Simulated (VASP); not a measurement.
# Se (Im-3m) in VASP: single point with PBEsol

Aim: the single point of Se with PBEsol.

Program: VASP 6.6.1. These are calculated values, not measurements. Logs are shortened: lines on timing, memory, paths and dates and some standing lists are left out, and cuts for length are marked.

## 1. The cell of the first run

Symmetry: Im-3m, No. 229, cubic system. The conventional cell has a = 3.407 Å, b = 3.407 Å, c = 3.407 Å, α = 90.00°, β = 90.00°, γ = 90.00°. Se (site symmetry m-3m) has 14 Se at 2.95 to 3.41 Å within 3.9 Å.

This isn't the form of Se at room conditions, which is trigonal, of chains.

## 2. Single point, PBEsol

The input, INCAR:

```
PREC = Accurate ; ENCUT = 520
EDIFF = 1E-6 ; ISMEAR = 0
SIGMA = 0.15 ; LREAL = F
LASPH = T ; NELM = 80
ALGO = Normal ; ISIF = 2
LWAVE = F ; LCHARG = F
GGA = PS ; NBANDS = 9
```

The input, KPOINTS:

```
regular mesh
0
Gamma
  20 20 20
```

The input, POSCAR:

```
Se
1.0
   -1.7034486149      1.7034486149      1.7034486149
    1.7034486149     -1.7034486149      1.7034486149
    1.7034486149      1.7034486149     -1.7034486149
Se
1
Direct
    0.0000000000      0.0000000000      0.0000000000
```

Potentials or basis: VASP PAW PBE potentials, release 64 (Se).

Launch:

```console
$ cat potpaw_PBE.64/Se/POTCAR > POTCAR
$ mpirun -np 1 vasp_std > vasp.out
```

OUTCAR:

```text
PREC = Accurate
   ENCUT = 520
   EDIFF = 1E-6
   ISMEAR = 0
   LREAL = F
   LASPH = T
   NELM = 80
   ISIF = 2
   GGA = PS

 ion  position               nearest neighbor table
   1  0.000  0.000  0.000-

  LATTYP: Found a body centered cubic cell.
 ALAT       =     3.4068972298

  Lattice vectors:

 A1 = (  -1.7034486149,   1.7034486149,   1.7034486149)
 A2 = (   1.7034486149,  -1.7034486149,   1.7034486149)
 A3 = (   1.7034486149,   1.7034486149,  -1.7034486149)

Analysis of symmetry for initial positions (statically):
=====================================================================
 Subroutine PRICEL returns:
 Original cell was already a primitive cell.

 Routine SETGRP: Setting up the symmetry group for a
 body centered cubic supercell.

 Subroutine GETGRP returns: Found 48 space group operations
 (whereof 48 operations were pure point group operations)
 out of a pool of 48 trial point group operations.

The static configuration has the point symmetry O_h .

Analysis of symmetry for dynamics (positions and initial velocities):
=====================================================================
 Subroutine PRICEL returns:
 Original cell was already a primitive cell.

 Routine SETGRP: Setting up the symmetry group for a
 body centered cubic supercell.

 Subroutine GETGRP returns: Found 48 space group operations
 (whereof 48 operations were pure point group operations)
 out of a pool of 48 trial point group operations.

The dynamic configuration has the point symmetry O_h .

 Subroutine INISYM returns: Found 48 space group operations
 (whereof 48 operations are pure point group operations),
 and found     1 'primitive' translations

----------------------------------------------------------------------------------------

                                     Primitive cell

  volume of cell :      19.7718

  direct lattice vectors                    reciprocal lattice vectors
    -1.703448615  1.703448615  1.703448615     0.000000000  0.293522209  0.293522209
     1.703448615 -1.703448615  1.703448615     0.293522209  0.000000000  0.293522209
     1.703448615  1.703448615 -1.703448615     0.293522209  0.293522209  0.000000000

  length of vectors
     2.950459549  2.950459549  2.950459549     0.415103089  0.415103089  0.415103089

  position of ions in fractional coordinates (direct lattice)
     0.000000000  0.000000000  0.000000000

  ion indices of the primitive-cell ions
   primitive index   ion index
                 1           1

----------------------------------------------------------------------------------------

 KPOINTS: regular mesh

Automatic generation of k-mesh.
 Grid dimensions read from file:
 generate k-points for:   20   20   20

 Generating k-lattice:

  Cartesian coordinates                     Fractional coordinates (reciprocal lattice)
     0.000000000  0.014676110  0.014676110     0.050000000  0.000000000  0.000000000
     0.014676110  0.000000000  0.014676110     0.000000000  0.050000000  0.000000000
     0.014676110  0.014676110  0.000000000     0.000000000  0.000000000  0.050000000

  Length of vectors
     0.020755154  0.020755154  0.020755154

  Shift w.r.t. Gamma in fractional coordinates (k-lattice)
     0.000000000  0.000000000  0.000000000

 Subroutine IBZKPT returns following result:
 ===========================================

 Found    256 irreducible k-points:

 Following reciprocal coordinates:
            Coordinates               Weight
  0.000000  0.000000  0.000000      1.000000
  0.050000  0.000000  0.000000     12.000000
  0.100000  0.000000  0.000000     12.000000
  0.150000  0.000000  0.000000     12.000000
  0.200000  0.000000  0.000000     12.000000
  0.250000  0.000000  0.000000     12.000000
[... 16 lines left out ...]
  0.200000  0.100000  0.000000     48.000000
  0.250000  0.100000  0.000000     48.000000
 [... further k-points ...]
   k-points           NKPTS =    256   k-points in BZ     NKDIM =    256   number of bands    NBANDS=      9
   number of dos      NEDOS =    301   number of ions     NIONS =      1
   total plane-waves  NPLWV =  13824
   dimension x,y,z NGX =    24 NGY =   24 NGZ =   24
   dimension x,y,z NGXF=    48 NGYF=   48 NGZF=   48
   ions per type =               1
   NGX,Y,Z   is equivalent  to a cutoff of  13.52, 13.52, 13.52 a.u.
   NGXF,Y,Z  is equivalent  to a cutoff of  27.05, 27.05, 27.05 a.u.
 SYSTEM =  unknown system
   PREC   = accura    normal or accurate (medium, high low for compatibility)
   ISTART =      0    job   : 0-new  1-cont  2-samecut
   ICHARG =      2    charge: 1-file 2-atom 10-const
   ISPIN  =      1    spin polarized calculation?
   LNONCOLLINEAR =      F non collinear calculations
   LSORBIT =      F    spin-orbit coupling
   LASPH  =      T    aspherical Exc in radial PAW
   ENCUT  =  520.0 eV  38.22 Ry    6.18 a.u.   5.49  5.49  5.49*2*pi/ulx,y,z
   NELM   =     80;   NELMIN=  2; NELMDL= -5     # of ELM steps
   EDIFF  = 0.1E-05   stopping-criterion for ELM
   LREAL  =      F    real-space projection
[... 7 lines left out ...]
   TEBEG  =    0.0;   TEEND  =   0.0 temperature during run
   PSTRESS=    0.0 pullay stress
   NELECT =       6.0000    total number of electrons
   NUPDOWN=      -1.0000    fix difference up-down
   EMIN   =  10.00;   EMAX   =-10.00  energy-range for DOS
   EFERMI =   0.00;   METHOD = LEGACY
   ISMEAR =     0;   SIGMA  =   0.15  broadening in eV -4-tet -1-fermi 0-gaus
   EFERMI_NEDOS =   21; number of points for ismear=-14 and -15
   IALGO  =     38    algorithm
   IMIX   =      4    mixing-type and parameters
     AMIX     =   0.40;   BMIX     =  1.00
     AMIX_MAG =   1.60;   BMIX_MAG =  1.00
  volume/ion in A,a.u.               =      19.77       133.43
  Fermi-wavevector in a.u.,A,eV,Ry     =   1.100127  2.078939 16.466855  1.210280
  Thomas-Fermi vector in A             =   2.236533
   LORBIT       =      0    0 simple, 1 ext, 2 COOP (PROOUT), +10 PAW based schemes
   GGA     = PS    functional components
   LHFCALC =     F    Hartree Fock is set to
   AEXX    =    0.0000 exact exchange contribution
   IVDW    =     0    specifies the selected vdW correction
   LEPSILON=     F    determine dielectric tensor
   LRPA    =     F    only Hartree local field effects (RPA)
 non-spin polarized calculation
 Gauss-broadening in eV      SIGMA  =   0.15
  energy-cutoff  :      520.00
  volume of cell :       19.77
 maximum number of plane-waves:       555
 NGX is ok and might be reduce to    24
   NGX = 11   NGY = 11   NGZ = 11

 number of electron       6.0000000 magnetization

 Free energy of the ion-electron system (eV)
  ---------------------------------------------------
  ext. energy  EPLUGINS =         0.00000000
  ---------------------------------------------------
  free energy    TOTEN  =        -3.39616674 eV

  energy without entropy =       -3.38891670  energy(sigma->0) =       -3.39254172

 E-fermi :   5.7158     XC(G=0): -10.8494

 val. band max:        5.7068262384   @ k =   0.4000   0.0500   0.0000
 cond. band min:       5.7381883298   @ k =  -0.3500   0.3500   0.1000
 fundamental gap:      0.0313620914
 Fermi energy:         5.7157987828

 k-point     1 :       0.0000    0.0000    0.0000
  band No.  band energies     occupation
      1     -10.6494      2.00000
      2       8.8567      0.00000
      3       8.8567      0.00000
      4       8.8567      0.00000
      5      17.1191      0.00000
      6      18.1916      0.00000
      7      18.1916      0.00000
      8      18.1916      0.00000
      9      21.1868      0.00000

 k-point     2 :       0.0500    0.0000    0.0000
  band No.  band energies     occupation
      1     -10.5950      2.00000
      2       8.4984      0.00000
      3       8.7377      0.00000
      4       8.8354      0.00000
      5      17.3331      0.00000
      6      17.9420      0.00000
      7      18.1319      0.00000
      8      18.4273      0.00000
      9      20.5196      0.00000

 k-point     3 :       0.1000    0.0000    0.0000
  band No.  band energies     occupation
      1     -10.4323      2.00000
      2       7.5691      0.00000
      3       8.4168      0.00000
      4       8.7729      0.00000
      5      17.0885      0.00000
      6      17.3591      0.00000
      7      18.5734      0.00000
      8      19.0978      0.00000
      9      20.1070      0.00000

 k-point     4 :       0.1500    0.0000    0.0000
  band No.  band energies     occupation
      1     -10.1643      2.00000
      2       6.3222      0.00000
      3       7.9741      0.00000
      4       8.6742      0.00000
      5      16.2073      0.00000
      6      16.6754      0.00000
      7      19.3785      0.00000
      8      20.1225      0.00000
      9      20.3292      0.00000
[... 205 lines left out ...]
 k-point    22 :       0.1500    0.1000    0.0000
  band No.  band energies     occupation
      1      -9.6406      2.00000
      2       4.6650      2.00000
      3       7.1007      0.00000
      4       8.1481      0.00000
      5      15.6401      0.00000
      6      16.2814      0.00000
      7      19.0354      0.00000
      8      19.8656      0.00000
      9      22.0538      0.00000

 k-point    23 :       0.2000    0.1000    0.0000
  band No.  band energies     occupation
      1      -9.1867      2.00000
      2       3.4220      2.00000
      3       6.4815      0.00000
      4       7.9544      0.00000
      5      14.9815      0.00000
      6      15.9234      0.00000
      7      19.1871      0.00000
      8      21.0623      0.00000
      9      22.5551      0.00000

 k-point    24 :       0.2500    0.1000    0.0000
  band No.  band energies     occupation
      1      -8.6607      2.00000
      2       2.1730      2.00000
      3       5.9464      0.02967
      4       7.7700      0.00000
      5      14.4016      0.00000
      6      15.6308      0.00000
      7      19.4494      0.00000
      8      22.4837      0.00000
      9      23.1478      0.00000

 [... further k-points ...]

------------------------ aborting loop because EDIFF is reached ----------------------------------------

  FORCE on cell =-STRESS in cart. coord.  units (eV):
  Direction    XX          YY          ZZ          XY          YZ          ZX
  --------------------------------------------------------------------------------------
  -------------------------------------------------------------------------------------
  Total       -0.2450079     -0.2450079     -0.2450079      0.0000000      0.0000000      0.0000000
  in kB      -19.8537951    -19.8537951    -19.8537951      0.0000000      0.0000000      0.0000000
  external PRESSURE =     -19.8537951 kB  Pullay stress =       0.0000000 kB

 VOLUME and BASIS-vectors are now :
 -----------------------------------------------------------------------------
  energy-cutoff  :      520.00
  volume of cell :       19.77
      direct lattice vectors                 reciprocal lattice vectors
    -1.703448615  1.703448615  1.703448615     0.000000000  0.293522209  0.293522209
     1.703448615 -1.703448615  1.703448615     0.293522209  0.000000000  0.293522209
     1.703448615  1.703448615 -1.703448615     0.293522209  0.293522209  0.000000000

 POSITION                                       TOTAL-FORCE (eV/Angst)
 -----------------------------------------------------------------------------------
      0.00000      0.00000      0.00000         0.000000      0.000000     -0.000000
 -----------------------------------------------------------------------------------
    total drift:                                0.000000      0.000000      0.000000

  FREE ENERGIE OF THE ION-ELECTRON SYSTEM (eV)
  ---------------------------------------------------
  free  energy   TOTEN  =        -3.3961667423 eV

  energy  without entropy=       -3.3889167047  energy(sigma->0) =       -3.39254172
```

Wall time 30 s (1 thread of Intel Xeon 8259CL, shared host); peak memory 0.17 GiB.

Results:

```yaml
Free_energy: -3.3962 eV
Pressure: -2.0 GPa
Band_gap_on_the_k_mesh: zero (bands 3 and 4 overlap by 7.03 eV)
```

Caveat: the PAW data sets were made with another functional, which shifts forces and pressure a little.

The gap in the log of VASP goes by the Fermi energy; the results here count the filled bands.